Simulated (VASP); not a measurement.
# Si47C49 (a cell with a defect) in VASP: further runs, part 3 of 4

VASP 6.6.1. Earlier steps stand in the parts before.

**5. Single point, PBEsol**

INCAR

```
SYSTEM = Si47C49
PREC = Accurate
ENCUT = 520
EDIFF = 1E-6
ISMEAR = -1
SIGMA = 0.05
LREAL = Auto
LASPH = .True.
NELM = 120
ALGO = Normal
ISIF = 2
LWAVE = .False.
LCHARG = .False.
GGA = PS
NELECT = 386.0
ISYM = -1
NBANDS = 246
GGA_COMPAT = .False.
```

KPOINTS

```
explicit points
1
Reciprocal
  0.25000000   0.25000000   0.25000000 1
```

POSCAR

```
Si47C49
1.0
    9.2342040000      0.0000000000      0.0000000000
    0.0000000000     10.6627400000      0.0000000000
    0.0000000000      0.0000000000     10.0759470000
Si C
47 49
Direct
    0.0019180000      0.0001200000      0.4996120000
    0.3337100000      0.9987390000      0.4996700000
    0.1711310000      0.2539850000      0.4995370000
    0.0050750000      0.5009100000      0.4996840000
    0.6651870000      0.0004820000      0.4994800000
    0.4962780000      0.2540090000      0.4999650000
    0.1693540000      0.7444940000      0.4999960000
    0.8338420000      0.2505070000      0.4994060000
    0.6627770000      0.5010840000      0.4999570000
    0.4984110000      0.7447960000      0.4997520000
    0.8339690000      0.7507080000      0.4998230000
    0.0008570000      0.1682960000      0.2494350000
    0.3328700000      0.1670340000      0.2488700000
    0.1696540000      0.4181670000      0.2526850000
    0.9992900000      0.6671620000      0.2488510000
    0.6657490000      0.1682880000      0.2491410000
    0.4960540000      0.4190420000      0.2533570000
    0.3337610000      0.6635170000      0.2529370000
    0.1674060000      0.9152390000      0.2499330000
    0.8335610000      0.4167520000      0.2495200000
    0.6660930000      0.6668710000      0.2492630000
    0.4987030000      0.9154050000      0.2495530000
    0.8330330000      0.9174020000      0.2498700000
    0.1667290000      0.0836230000      0.7506000000
    0.0000730000      0.3335570000      0.7504300000
    0.4998040000      0.0839190000      0.7505330000
    0.3337810000      0.3360560000      0.7449380000
    0.1688000000      0.5824650000      0.7447040000
    0.0005240000      0.8338500000      0.7507190000
    0.8333440000      0.0835010000      0.7502570000
    0.6666590000      0.3339050000      0.7504780000
    0.4979530000      0.5821250000      0.7448330000
    0.3332210000      0.8333430000      0.7507020000
    0.8332830000      0.5832720000      0.7506120000
    0.6664440000      0.8335080000      0.7506160000
    0.0005700000      0.0000680000      0.0007990000
    0.3337620000      0.0002450000      0.0006490000
    0.1682720000      0.2509940000      0.0005790000
    0.0018020000      0.5004000000      0.0003400000
    0.6665610000      0.0000120000      0.0009070000
    0.4992280000      0.2507530000      0.0003380000
    0.3332260000      0.5000940000      0.9981210000
    0.1670710000      0.7482460000      0.0002320000
    0.8336510000      0.2498970000      0.0003780000
    0.6660620000      0.5002530000      0.0003690000
    0.4998240000      0.7485400000      0.0005910000
    0.8334850000      0.7495740000      0.0011140000
    0.3344770000      0.4999510000      0.4999890000
    0.0002600000      0.0004290000      0.1883650000
    0.3325450000      0.0001580000      0.1875830000
    0.1668280000      0.2521930000      0.1884090000
    0.0008240000      0.5003110000      0.1884810000
    0.6653760000      0.0008110000      0.1883800000
    0.4985270000      0.2522430000      0.1886650000
    0.3325330000      0.5004670000      0.1845680000
    0.1671710000      0.7485980000      0.1883980000
    0.8328030000      0.2503080000      0.1873350000
    0.6648730000      0.4998100000      0.1889160000
    0.4980700000      0.7488010000      0.1884540000
    0.8320770000      0.7510630000      0.1880970000
    0.0000830000      0.0004480000      0.6872720000
    0.3332570000      0.9999970000      0.6875380000
    0.1668490000      0.2501300000      0.6870540000
    0.9995800000      0.5000060000      0.6870870000
    0.6662020000      0.0002820000      0.6873840000
    0.5002650000      0.2501630000      0.6873410000
    0.3335520000      0.5001700000      0.6652720000
    0.1665710000      0.7503070000      0.6871950000
    0.8333060000      0.2503900000      0.6872840000
    0.6670500000      0.5003250000      0.6870950000
    0.5000510000      0.7503270000      0.6872190000
    0.8335400000      0.7503490000      0.6878380000
    0.0028580000      0.1689170000      0.4377830000
    0.3337250000      0.1652280000      0.4377550000
    0.1870310000      0.4261250000      0.4444080000
    0.9999840000      0.6667980000      0.4375070000
    0.6646190000      0.1695150000      0.4378440000
    0.4815200000      0.4263230000      0.4448600000
    0.3343850000      0.6462570000      0.4447350000
    0.1687130000      0.9128810000      0.4382810000
    0.8341390000      0.4172570000      0.4379890000
    0.6679900000      0.6670620000      0.4379570000
    0.4990560000      0.9134420000      0.4378250000
    0.8336090000      0.9181390000      0.4382560000
    0.1671540000      0.0835660000      0.9384810000
    0.0004550000      0.3332620000      0.9382070000
    0.5003140000      0.0837100000      0.9383890000
    0.3338850000      0.3349660000      0.9342690000
    0.1682800000      0.5825780000      0.9338770000
    0.0006020000      0.8332140000      0.9386400000
    0.8337630000      0.0830200000      0.9381740000
    0.6669400000      0.3333080000      0.9381720000
    0.4991270000      0.5821040000      0.9344260000
    0.3334630000      0.8330370000      0.9384510000
    0.8338590000      0.5828390000      0.9386510000
    0.6665010000      0.8331480000      0.9386370000
```

Potentials or basis: VASP PAW PBE potentials, release 64 (Si, C).

Launch:

```bash
$ cat potpaw_PBE.64/Si/POTCAR potpaw_PBE.64/C/POTCAR > POTCAR
$ mpirun -np 1 vasp_std > vasp.out
```

OUTCAR:

```text
SYSTEM = Si47C49
   PREC = Accurate
   ENCUT = 520
   EDIFF = 1E-6
   ISMEAR = -1
   LREAL = Auto
   LASPH = .True.
   NELM = 120
   ISIF = 2
   GGA = PS
   NELECT = 386.0
   ISYM = -1

 ion  position               nearest neighbor table
   1  0.002  0.000  0.500-  84 1.89  61 1.89  80 1.90  73 1.90   2 3.06  11 3.08  19 3.08  24 3.08
                             8 3.09  23 3.09  29 3.09  12 3.09  30 3.10   5 3.11   3 3.13   7 3.13
   2  0.334  0.999  0.500-  74 1.88  80 1.88  83 1.88  62 1.89   5 3.06   1 3.06  22 3.08  19 3.08
                            33 3.08  26 3.09  24 3.10  13 3.10  10 3.11   7 3.11   3 3.11   6 3.11
   3  0.171  0.254  0.500-  74 1.88  63 1.89  73 1.90  75 1.92   6 3.00  27 3.02  14 3.04   4 3.05
                            13 3.08  25 3.10  12 3.11   2 3.11  24 3.11   8 3.11   1 3.13
   4  0.005  0.501  0.500-  76 1.88  64 1.89  81 1.92  75 1.94   7 3.01  28 3.02  14 3.05   3 3.05
                            15 3.09  25 3.09  11 3.10   8 3.10  20 3.11  34 3.11
   5  0.665  0.000  0.499-  84 1.89  65 1.89  83 1.90  77 1.91   2 3.06  23 3.08  11 3.09  26 3.09
                            22 3.09   8 3.09  16 3.09  35 3.09  30 3.10   1 3.11   6 3.12  10 3.13
   6  0.496  0.254  0.500-  74 1.88  66 1.89  77 1.90  78 1.92   3 3.00  27 3.02  17 3.04   9 3.05
[... 437 lines left out ...]
      5      -6.2462      2.00000
      6      -6.0404      2.00000
[... 197 lines left out ...]
    204      11.7506      0.00000
    205      11.7579      0.00000
 [bands above 205 left out]

------------------------ aborting loop because EDIFF is reached ----------------------------------------

  FORCE on cell =-STRESS in cart. coord.  units (eV):
  Direction    XX          YY          ZZ          XY          YZ          ZX
  --------------------------------------------------------------------------------------
  -------------------------------------------------------------------------------------
  Total        7.8250117     20.4703915      9.5437854     12.0134897     -0.8778623      3.5843538
  in kB       12.6369253     33.0584565     15.4126420     19.4010665     -1.4176950      5.7885167
  external PRESSURE =      20.3693413 kB  Pullay stress =       0.0000000 kB

 VOLUME and BASIS-vectors are now :
 -----------------------------------------------------------------------------
  energy-cutoff  :      520.00
  volume of cell :      992.10
      direct lattice vectors                 reciprocal lattice vectors
     9.234204000  0.000000000  0.000000000     0.108293037  0.000000000  0.000000000
     0.000000000 10.662740000  0.000000000     0.000000000  0.093784524  0.000000000
     0.000000000  0.000000000 10.075947000     0.000000000  0.000000000  0.099246254

 POSITION                                       TOTAL-FORCE (eV/Angst)
 -----------------------------------------------------------------------------------
      0.01771      0.00128      5.03406         0.016723     -0.012593      0.024544
      3.08155     10.64929      5.03465        -0.007880     -0.015092      0.052666
      1.58026      2.70818      5.03331        -0.033725     -0.012359      0.073557
      0.04686      5.34107      5.03479        -0.037430     -0.031731      0.050680
      6.14247      0.00514      5.03273         0.015994      0.001501      0.037986
      4.58273      2.70843      5.03762         0.022482     -0.005565      0.041123
[... 88 lines left out ...]
      7.70002      6.21466      9.45780        -0.027168      0.017038      0.020746
      6.15461      8.88364      9.45766        -0.013811      0.009658      0.023053
 -----------------------------------------------------------------------------------
    total drift:                               -0.014997      0.011668      0.008089

  FREE ENERGIE OF THE ION-ELECTRON SYSTEM (eV)
  ---------------------------------------------------
  free  energy   TOTEN  =      -743.6560188297 eV

  energy  without entropy=     -743.5620369353  energy(sigma->0) =     -743.60902788
```

stdout:

```text
POSCAR found type information on POSCAR SiC
 POSCAR found :  2 types and      96 ions
 scaLAPACK will be used
 -----------------------------------------------------------------------------
|                                                                             |
|                                                                             |
|     You enforced a specific xc type in the INCAR file but a different       |
|     I HOPE YOU KNOW WHAT YOU ARE DOING!                                     |
|                                                                             |
 -----------------------------------------------------------------------------

 LDA part: xc-table for (Slater+PW92), standard interpolation
 POSCAR, INCAR and KPOINTS ok, starting setup
 FFT: planning ... GRIDC
 FFT: planning ... GRID_SOFT
 FFT: planning ... GRID
 WAVECAR not read
 entering main loop
 the old and the new charge density differ
 old charge density:   384.00000 new  386.00000
    0.595E+01
```

Wall time 5.7 min (1 thread of Intel Xeon 6975P-C (Granite Rapids), shared host); peak memory 0.89 GiB.

What came out:

| Quantity | Value |
| --- | --- |
| Free energy | -743.6560 eV |
| Largest force | 0.085 eV/Å |

Forces in eV/Å, atoms in the order of the input:
```
Si   0.017 -0.013  0.025
Si  -0.008 -0.015  0.053
Si  -0.034 -0.012  0.074
Si  -0.037 -0.032  0.051
Si   0.016  0.002  0.038
Si   0.022 -0.006  0.041
Si   0.005  0.045  0.043
Si   0.011 -0.002  0.058
Si   0.028 -0.015  0.035
Si  -0.004  0.023  0.076
Si   0.000  0.011  0.055
Si  -0.027 -0.033  0.018
Si   0.002 -0.008  0.047
Si   0.008  0.041  0.026
Si  -0.001 -0.004  0.058
Si  -0.022  0.001  0.046
Si   0.003  0.001  0.007
Si  -0.042 -0.028  0.016
Si  -0.030  0.030  0.022
Si  -0.037  0.011  0.020
Si  -0.007 -0.010  0.038
Si  -0.002  0.030  0.020
Si  -0.001  0.024  0.043
Si   0.016  0.043 -0.056
Si   0.025 -0.003 -0.078
Si  -0.030 -0.008 -0.027
Si  -0.054 -0.051 -0.029
Si  -0.044  0.004 -0.013
Si  -0.031 -0.034 -0.059
Si  -0.018  0.022 -0.053
Si  -0.003 -0.012 -0.075
Si   0.017  0.061 -0.031
Si   0.021 -0.010 -0.082
Si   0.019  0.038 -0.042
Si  -0.023 -0.021 -0.046
Si   0.010  0.010  0.008
Si  -0.001 -0.007 -0.006
Si  -0.018 -0.005 -0.038
Si  -0.011 -0.033 -0.019
Si  -0.002  0.000 -0.008
Si   0.001  0.009 -0.011
Si   0.007 -0.004  0.016
Si   0.021  0.027 -0.008
Si   0.011  0.006 -0.009
Si   0.008 -0.009  0.006
Si   0.000  0.008 -0.029
Si  -0.009  0.007 -0.026
C    0.017  0.010 -0.020
C    0.016 -0.006 -0.020
C    0.026 -0.016 -0.010
C    0.030 -0.010 -0.016
C    0.020 -0.014 -0.013
C    0.014 -0.012 -0.025
C    0.019 -0.003 -0.026
C    0.025 -0.006  0.003
C    0.030 -0.006 -0.019
C    0.032 -0.004 -0.015
C    0.011 -0.001 -0.021
C    0.026 -0.005 -0.015
C    0.041 -0.016 -0.026
C    0.026 -0.019  0.013
C    0.018 -0.001  0.011
C    0.008  0.010  0.017
C    0.025  0.014 -0.003
C    0.020  0.006  0.000
C    0.011  0.020 -0.003
C    0.011 -0.008 -0.039
C    0.020 -0.020  0.016
C    0.014 -0.026  0.025
C    0.001 -0.035  0.008
C    0.007 -0.021  0.010
C    0.012  0.007  0.003
C    0.010  0.000 -0.018
C    0.013  0.016 -0.029
C    0.034  0.022 -0.001
C    0.011  0.002 -0.009
C    0.006 -0.001 -0.011
C   -0.044  0.016  0.001
C    0.001 -0.049  0.008
C   -0.004 -0.007 -0.035
C    0.005  0.000 -0.032
C    0.004 -0.011 -0.034
C    0.005 -0.008 -0.026
C   -0.007 -0.002 -0.027
C   -0.026  0.015  0.013
C   -0.024  0.010  0.014
C   -0.021  0.008  0.015
C   -0.015  0.007  0.017
C   -0.025 -0.002  0.022
C   -0.021  0.001  0.014
C   -0.031  0.006  0.014
C   -0.020  0.009  0.017
C   -0.032  0.011  0.006
C   -0.030  0.015  0.009
C   -0.027  0.017  0.021
C   -0.014  0.010  0.023
```

Caveat: the cell carries a net charge on a neutralising background, which shifts energy and pressure; the cell is charged against a uniform background, so pressure and absolute levels hang on convention; the PAW data sets were made with another functional, which shifts forces and pressure a little.

[end of part 3 of 4]
